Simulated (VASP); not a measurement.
Write the native input for VASP 6.6.1 that does the following.

```yaml
Task: single point
Functional: PBE
Potentials_or_basis: VASP PAW PBE potentials, release 64 (Sn_d, Te)
Cutoff: 520 eV
k_mesh: 12 × 12 × 12
Occupations: fermi-dirac, width 0.1 eV
Spin: no spin polarisation
Dipole_correction: no
Further_INCAR_settings: ALGO = Normal; EDIFF = 1e-07; NBANDS = 17
```

The structure of SnTe (CsCl type) lies in POSCAR:

```
SnTe
1.0
    3.7034227674      0.0000000000      0.0000000000
    0.0000000000      3.7034227674      0.0000000000
    0.0000000000      0.0000000000      3.7034227674
Sn Te
1 1
Direct
    0.0000000000      0.0000000000      0.0000000000
    0.5000000000      0.5000000000      0.5000000000
```

These files were run (other wordings do the same):

INCAR

```
SYSTEM = SnTe
PREC = Accurate
ENCUT = 520
EDIFF = 1E-7
ISMEAR = -1
SIGMA = 0.1
LREAL = .False.
LASPH = .True.
NELM = 80
ALGO = Normal
ISIF = 2
LWAVE = .False.
LCHARG = .False.
GGA = PE
NBANDS = 17
```

KPOINTS

```
regular mesh
0
Gamma
  12 12 12
  0 0 0
```

Potentials or basis: VASP PAW PBE potentials, release 64 (Sn_d, Te).

Command:

```bash
$ cat potpaw_PBE.64/Sn_d/POTCAR potpaw_PBE.64/Te/POTCAR > POTCAR
$ mpirun -np 1 vasp_std > vasp.out
```

It gave:

```json
{
 "Pressure": "8.5 GPa",
 "Band gap on the k mesh": "zero (band 10 reaches 9.99 eV, above the bottom of band 11 at 7.26 eV)"
}
```

Caveat: spin-orbit coupling is left out, which moves the levels of the heavy elements.

Run time: 88 s on 1 thread of AMD EPYC 7R13, with other jobs on the host, peak memory 0.18 GiB.
